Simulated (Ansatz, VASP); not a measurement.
K2ZnCdC6N6: VASP beside Ansatz

```
CELL_PARAMETERS angstrom
0.00000 5.72074 5.72074
5.72074 0.00000 5.72074
5.72074 5.72074 0.00000
ATOMIC_POSITIONS crystal
K 0.25000 0.25000 0.25000
K 0.75000 0.75000 0.75000
Zn 0.50000 0.50000 0.50000
Cd 0.00000 0.00000 0.00000
C 0.78937 0.21063 0.21063
C 0.21063 0.78937 0.21063
C 0.21063 0.21063 0.78937
C 0.21063 0.78937 0.78937
C 0.78937 0.21063 0.78937
C 0.78937 0.78937 0.21063
N 0.68712 0.31288 0.31288
N 0.31288 0.68712 0.31288
N 0.31288 0.31288 0.68712
N 0.31288 0.68712 0.68712
N 0.68712 0.31288 0.68712
N 0.68712 0.68712 0.31288
```

Alike in both runs: functional PBE; k mesh 4 × 4 × 4; occupations gaussian, width 0.02 eV; no spin polarisation.

Ansatz relaxed the structure, and its values are those at the end. VASP's run is a single point on that final structure, the one shown.

|  | VASP | Ansatz |
| --- | --- | --- |
| version | VASP 6.6.1 | Ansatz 0.2.0 |
| potentials or method | VASP PAW PBE potentials, release 64 (K_sv, Zn, Cd, C, N), cutoff 520 eV | scalar-relativistic, plane waves, PAW |
| valence electrons in the cell | 96 | 104 |

```csv
,VASP,Ansatz,Ansatz less VASP
gap on the k mesh at the Fermi level (eV),3.55,3.56,+0.014
least direct gap on the mesh (eV),3.57,3.58,+0.013
pressure (GPa),0.4,0.0,-0.39
rms of the force components (eV/Å),0.193,0.003,-0.1907
```

One of these differences is far larger than is usual between the two programs; its cause wasn't traced. VASP's potentials hold 96 valence electrons a cell and Ansatz's 104, so a difference there can come from the potentials and not from the codes.

Noted on VASP's run: the standard files for N, O and F lose accuracy on very short bonds.
